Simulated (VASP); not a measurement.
# Cd3TeO2 (Pn-3m) in VASP: relaxation of cell and atoms with PBE

Aim: the relaxation of cell and atoms of Cd3TeO2 with PBE.

Program: VASP 6.6.1. These are calculated values, not measurements. Logs are shortened: lines on timing, memory, paths and dates and some standing lists are left out, and cuts for length are marked.

## 1. The cell of the first run

Symmetry: Pn-3m, No. 224, cubic system. Conventional cell: a = 6.704 Å, b = 6.704 Å, c = 6.704 Å, α = 90.00°, β = 90.00°, γ = 90.00°. Within 3.8 Å of Cd (site symmetry -42m) lie 4 O at 2.90 Å and 4 Cd at 3.35 Å and 2 Te at 3.35 Å. Te (site symmetry -43m) has 4 O at 2.90 Å and 6 Cd at 3.35 Å within 3.8 Å. O (site symmetry -3m) has 6 Cd at 2.90 Å and 2 Te at 2.90 Å within 3.8 Å.

The cell was generated, and may not be a known phase.

## 2. Relaxation of cell and atoms, PBE

Input file INCAR:

```
SYSTEM = Cd3TeO2
PREC     = Accurate       ! precision mode
ENCUT    = 600            ! plane-wave cutoff, eV
EDIFF    = 1E-6           ! SCF threshold, eV
ISMEAR   = 0              ! smearing method
SIGMA    = 0.1            ! smearing width, eV
LREAL    = .FALSE.        ! projectors in reciprocal space
LASPH    = .TRUE.         ! aspherical terms in the spheres
NELM     = 80             ! most SCF steps
ALGO     = Fast           ! electronic algorithm
ISIF     = 3              ! what is computed and relaxed
LWAVE    = .FALSE.        ! write WAVECAR
LCHARG   = .FALSE.        ! write CHGCAR
GGA      = PE             ! functional
IBRION   = 2              ! ionic algorithm
NSW      = 90             ! ionic steps
EDIFFG   = -0.04          ! ionic threshold
```

Input file KPOINTS:

```
regular mesh
0
G
  4 4 4
  0 0 0
```

Input file POSCAR:

```
Cd3TeO2
1.0
    6.7043831300      0.0000000000      0.0000000000
    0.0000000000      6.7043831300      0.0000000000
    0.0000000000      0.0000000000      6.7043831300
Cd Te O
6 2 4
Direct
    0.0000000000      0.5000000000      0.5000000000
    0.5000000000      0.0000000000      0.5000000000
    0.5000000000      0.5000000000      0.0000000000
    0.0000000000      0.5000000000      0.0000000000
    0.5000000000      0.0000000000      0.0000000000
    0.0000000000      0.0000000000      0.5000000000
    0.0000000000      0.0000000000      0.0000000000
    0.5000000000      0.5000000000      0.5000000000
    0.2500000000      0.2500000000      0.2500000000
    0.7500000000      0.7500000000      0.2500000000
    0.7500000000      0.2500000000      0.7500000000
    0.2500000000      0.7500000000      0.7500000000
```

Potentials or basis: VASP PAW PBE potentials, release 64 (Cd, Te, O).

The run is started by

```
$ cat potpaw_PBE.64/Cd/POTCAR potpaw_PBE.64/Te/POTCAR potpaw_PBE.64/O/POTCAR > POTCAR
$ mpirun -np 1 vasp_std > vasp.out
```

OUTCAR:

```text
SYSTEM = Cd3TeO2
   PREC = Accurate
   ENCUT = 600
   EDIFF = 1E-6
   ISMEAR = 0
   LREAL = .FALSE.
   LASPH = .TRUE.
   NELM = 80
   ISIF = 3
   GGA = PE
   IBRION = 2
   NSW = 90
   EDIFFG = -0.04

 ion  position               nearest neighbor table
   1  0.000  0.500  0.500-   4 3.35   6 3.35   8 3.35   4 3.35   6 3.35   8 3.35
   2  0.500  0.000  0.500-   5 3.35   6 3.35   8 3.35   5 3.35   8 3.35   6 3.35
   3  0.500  0.500  0.000-   4 3.35   5 3.35   8 3.35   8 3.35   5 3.35   4 3.35
   4  0.000  0.500  0.000-   1 3.35   3 3.35   7 3.35   1 3.35   7 3.35   3 3.35
   5  0.500  0.000  0.000-   2 3.35   3 3.35   7 3.35   2 3.35   3 3.35   7 3.35
   6  0.000  0.000  0.500-   1 3.35   2 3.35   7 3.35   7 3.35   1 3.35   2 3.35
   7  0.000  0.000  0.000-   4 3.35   5 3.35   6 3.35   6 3.35   4 3.35   5 3.35
   8  0.500  0.500  0.500-   1 3.35   2 3.35   3 3.35   3 3.35   2 3.35   1 3.35
   9  0.250  0.250  0.250-
  10  0.750  0.750  0.250-
  11  0.750  0.250  0.750-
  12  0.250  0.750  0.750-

  LATTYP: Found a simple cubic cell.
 ALAT       =     6.7043831300

  Lattice vectors:

 A1 = (   6.7043831300,   0.0000000000,   0.0000000000)
 A2 = (   0.0000000000,   6.7043831300,   0.0000000000)
 A3 = (   0.0000000000,   0.0000000000,   6.7043831300)

Analysis of symmetry for initial positions (statically):
=====================================================================
 Subroutine PRICEL returns:
 Original cell was already a primitive cell.

 Routine SETGRP: Setting up the symmetry group for a
 simple cubic supercell.

 Subroutine GETGRP returns: Found 48 space group operations
 (whereof 24 operations were pure point group operations)
 out of a pool of 48 trial point group operations.

The static configuration has the point symmetry T_d .
 The point group associated with its full space group is O_h .

Analysis of symmetry for dynamics (positions and initial velocities):
=====================================================================
 Subroutine PRICEL returns:
 Original cell was already a primitive cell.

 Routine SETGRP: Setting up the symmetry group for a
 simple cubic supercell.

 Subroutine GETGRP returns: Found 48 space group operations
 (whereof 24 operations were pure point group operations)
 out of a pool of 48 trial point group operations.

The dynamic configuration has the point symmetry T_d .
 The point group associated with its full space group is O_h .

 Subroutine INISYM returns: Found 48 space group operations
 (whereof 24 operations are pure point group operations),
 and found     1 'primitive' translations

----------------------------------------------------------------------------------------

                                     Primitive cell

  volume of cell :     301.3537

  direct lattice vectors                    reciprocal lattice vectors
     6.704383130  0.000000000  0.000000000     0.149156154  0.000000000  0.000000000
     0.000000000  6.704383130  0.000000000     0.000000000  0.149156154  0.000000000
     0.000000000  0.000000000  6.704383130     0.000000000  0.000000000  0.149156154

  length of vectors
     6.704383130  6.704383130  6.704383130     0.149156154  0.149156154  0.149156154

  position of ions in fractional coordinates (direct lattice)
     0.000000000  0.500000000  0.500000000
     0.500000000  0.000000000  0.500000000
     0.500000000  0.500000000  0.000000000
     0.000000000  0.500000000  0.000000000
     0.500000000  0.000000000  0.000000000
     0.000000000  0.000000000  0.500000000
     0.000000000  0.000000000  0.000000000
     0.500000000  0.500000000  0.500000000
     0.250000000  0.250000000  0.250000000
     0.750000000  0.750000000  0.250000000
     0.750000000  0.250000000  0.750000000
     0.250000000  0.750000000  0.750000000

  ion indices of the primitive-cell ions
   primitive index   ion index
                 1           1
                 2           2
                 3           3
                 4           4
                 5           5
                 6           6
                 7           7
                 8           8
                 9           9
                10          10
                11          11
                12          12

----------------------------------------------------------------------------------------

 KPOINTS: regular mesh

Automatic generation of k-mesh.
 Grid dimensions read from file:
 generate k-points for:    4    4    4

 Generating k-lattice:

  Cartesian coordinates                     Fractional coordinates (reciprocal lattice)
     0.037289038  0.000000000  0.000000000     0.250000000  0.000000000  0.000000000
     0.000000000  0.037289038  0.000000000     0.000000000  0.250000000  0.000000000
     0.000000000  0.000000000  0.037289038     0.000000000  0.000000000  0.250000000

  Length of vectors
     0.037289038  0.037289038  0.037289038

  Shift w.r.t. Gamma in fractional coordinates (k-lattice)
     0.000000000  0.000000000  0.000000000

 Subroutine IBZKPT returns following result:
 ===========================================

 Found     10 irreducible k-points:

 Following reciprocal coordinates:
            Coordinates               Weight
  0.000000  0.000000  0.000000      1.000000
  0.250000  0.000000  0.000000      6.000000
  0.500000  0.000000  0.000000      3.000000
  0.250000  0.250000  0.000000     12.000000
  0.500000  0.250000  0.000000     12.000000
  0.500000  0.500000  0.000000      3.000000
  0.250000  0.250000  0.250000      8.000000
  0.500000  0.250000  0.250000     12.000000
  0.500000  0.500000  0.250000      6.000000
  0.500000  0.500000  0.500000      1.000000
   k-points           NKPTS =     10   k-points in BZ     NKDIM =     10   number of bands    NBANDS=     64
   number of dos      NEDOS =    301   number of ions     NIONS =     12
   total plane-waves  NPLWV = 157464
   dimension x,y,z NGX =    54 NGY =   54 NGZ =   54
   dimension x,y,z NGXF=   108 NGYF=  108 NGZF=  108
   ions per type =               6   2   4
   NGX,Y,Z   is equivalent  to a cutoff of  13.39, 13.39, 13.39 a.u.
   NGXF,Y,Z  is equivalent  to a cutoff of  26.78, 26.78, 26.78 a.u.
 SYSTEM =  Cd3TeO2
   PREC   = accura    normal or accurate (medium, high low for compatibility)
   ISTART =      0    job   : 0-new  1-cont  2-samecut
   ICHARG =      2    charge: 1-file 2-atom 10-const
   ISPIN  =      1    spin polarized calculation?
   LNONCOLLINEAR =      F non collinear calculations
   LSORBIT =      F    spin-orbit coupling
   LASPH  =      T    aspherical Exc in radial PAW
   ENCUT  =  600.0 eV  44.10 Ry    6.64 a.u.  13.39 13.39 13.39*2*pi/ulx,y,z
   NELM   =     80;   NELMIN=  2; NELMDL= -5     # of ELM steps
   EDIFF  = 0.1E-05   stopping-criterion for ELM
   LREAL  =      F    real-space projection
   EDIFFG = -.4E-01   stopping-criterion for IOM
   NSW    =     90    number of steps for IOM
   IBRION =      2    ionic relax: 0-MD 1-quasi-New 2-CG
   NFREE  =      1    steps in history (QN), initial steepest desc. (CG)
   ISIF   =      3    stress and relaxation
   ISYM   =      2    0-nonsym 1-usesym 2-fastsym
   POTIM  = 0.5000    time-step for ionic-motion
   TEBEG  =    0.0;   TEEND  =   0.0 temperature during run
   PSTRESS=    0.0 pullay stress
   NELECT =     108.0000    total number of electrons
   NUPDOWN=      -1.0000    fix difference up-down
   EMIN   =  10.00;   EMAX   =-10.00  energy-range for DOS
   EFERMI =   0.00;   METHOD = LEGACY
   ISMEAR =     0;   SIGMA  =   0.10  broadening in eV -4-tet -1-fermi 0-gaus
   EFERMI_NEDOS =   21; number of points for ismear=-14 and -15
   IALGO  =     68    algorithm
   IMIX   =      4    mixing-type and parameters
     AMIX     =   0.40;   BMIX     =  1.00
     AMIX_MAG =   1.60;   BMIX_MAG =  1.00
  volume/ion in A,a.u.               =      25.11       169.47
  Fermi-wavevector in a.u.,A,eV,Ry     =   1.162851  2.197469 18.398091  1.352222
  Thomas-Fermi vector in A             =   2.299407
   LORBIT       =      0    0 simple, 1 ext, 2 COOP (PROOUT), +10 PAW based schemes
   GGA     = PE    functional components
   LHFCALC =     F    Hartree Fock is set to
   AEXX    =    0.0000 exact exchange contribution
   IVDW    =     0    specifies the selected vdW correction
   LEPSILON=     F    determine dielectric tensor
   LRPA    =     F    only Hartree local field effects (RPA)
 conjugate gradient relaxation of ions
 non-spin polarized calculation
 RMM-DIIS sequential band-by-band and
 Gauss-broadening in eV      SIGMA  =   0.10
  energy-cutoff  :      600.00
  volume of cell :      301.35
 maximum number of plane-waves:     10090
 NGX is ok and might be reduce to    54
   NGX = 27   NGY = 27   NGZ = 27

--------------------------------------- Ionic step        1  -------------------------------------------

 number of electron     108.0000052 magnetization

 Free energy of the ion-electron system (eV)
  ---------------------------------------------------
  ext. energy  EPLUGINS =         0.00000000
  ---------------------------------------------------
  free energy    TOTEN  =       -27.32378116 eV

  energy without entropy =      -27.15934874  energy(sigma->0) =      -27.24156495

 E-fermi :   1.6639     XC(G=0):  -9.1695

 val. band max:        1.6589013866   @ k =   0.5000   0.5000   0.2500
 cond. band min:       1.6683090157   @ k =   0.2500   0.2500   0.2500
 fundamental gap:      0.0094076291
 Fermi energy:         1.6638636165

 k-point     1 :       0.0000    0.0000    0.0000
  band No.  band energies     occupation
      1     -15.0017      2.00000
      2     -14.9087      2.00000
      3     -14.9087      2.00000
      4     -14.9087      2.00000
      5      -9.3686      2.00000
      6      -9.0615      2.00000
[... 748 lines left out ...]
  energy  without entropy=      -29.5934536855  energy(sigma->0) =      -29.65475324

--------------------------------------- Ionic step        3  -------------------------------------------

 number of electron     107.9999948 magnetization

 Free energy of the ion-electron system (eV)
  ---------------------------------------------------
  ext. energy  EPLUGINS =         0.00000000
  ---------------------------------------------------
  free energy    TOTEN  =       -29.87070638 eV

  energy without entropy =      -29.76282412  energy(sigma->0) =      -29.81676525

 E-fermi :   3.8907     XC(G=0): -10.4472

 val. band max:        3.8857989892   @ k =   0.2500   0.2500   0.0000
 cond. band min:       3.8966568479   @ k =   0.5000   0.5000   0.2500
 fundamental gap:      0.0108578587
 Fermi energy:         3.8907207896

 k-point     1 :       0.0000    0.0000    0.0000
  band No.  band energies     occupation
      1     -13.9910      2.00000
      2     -13.7423      2.00000
      3     -13.7423      2.00000
      4     -13.7423      2.00000
      5      -8.2747      2.00000
      6      -7.4988      2.00000
[... 698 lines left out ...]
  FREE ENERGIE OF THE ION-ELECTRON SYSTEM (eV)
  ---------------------------------------------------
  free  energy   TOTEN  =       -29.8707063839 eV

  energy  without entropy=      -29.7628241168  energy(sigma->0) =      -29.81676525

 reached required accuracy - stopping structural energy minimisation
```

Run time: 16 min. Hardware: 1 thread of Oxide Virtual Turin-like, shared host; peak memory 0.49 GiB.

Results:

```yaml
Free_energy: -29.8707 eV
Relaxed_volume: 19.34 Å³/atom
Relaxed_cell: a = 6.145 Å, b = 6.145 Å, c = 6.145 Å, α = 90.00°, β = 90.00°, γ = 90.00°
Space_group_after_relaxing_to_0.1_Å: Pn-3m (No. 224)
Energy_gained_by_relaxing: 212.2 meV/atom
Ionic_steps: 3
Pressure_after_relaxing: -0.3 GPa
Band_gap_on_the_k_mesh: zero (bands 54 and 55 overlap by 0.36 eV)
```

Step by step:
```csv
step,energy change (eV),largest force (eV/Å),pressure (GPa),volume (Å³)
1,0.0000,0.0000,-8.81,301.35
2,-2.3923,0.0000,-3.33,245.08
3,-2.5469,0.0000,-0.29,232.04
```

Final structure:
```
CELL_PARAMETERS angstrom
6.14497 0.00000 0.00000
0.00000 6.14497 0.00000
0.00000 0.00000 6.14497
ATOMIC_POSITIONS crystal
Cd 0.00000 0.50000 0.50000
Cd 0.50000 0.00000 0.50000
Cd 0.50000 0.50000 0.00000
Cd 0.00000 0.50000 0.00000
Cd 0.50000 0.00000 0.00000
Cd 0.00000 0.00000 0.50000
Te 0.00000 0.00000 0.00000
Te 0.50000 0.50000 0.50000
O 0.25000 0.25000 0.25000
O 0.75000 0.75000 0.25000
O 0.75000 0.25000 0.75000
O 0.25000 0.75000 0.75000
```

Levels at points of the mesh, in eV from the Fermi level:
| k point | band 52 | band 53 | band 54 | band 55 | band 56 | band 57 |
| --- | --- | --- | --- | --- | --- | --- |
| (0.00, 0.00, 0.00) | -1.96 | 0.31 | 0.31 | 0.53 | 0.53 | 0.53 |
| (0.50, 0.00, 0.00) | -1.65 | -0.28 | -0.28 | 0.07 | 0.07 | 0.60 |
| (0.50, 0.50, 0.00) | -0.89 | -0.13 | -0.13 | -0.05 | -0.05 | 0.60 |
| (0.50, 0.50, 0.50) | -0.05 | -0.05 | -0.05 | 0.30 | 0.30 | 0.30 |

Caveat: the volume moved by over 15 % at a fixed basis, so the end points are rough; semilocal functionals underestimate gaps, and a narrow one can read as zero; spin-orbit coupling is left out, which moves the levels of the heavy elements.
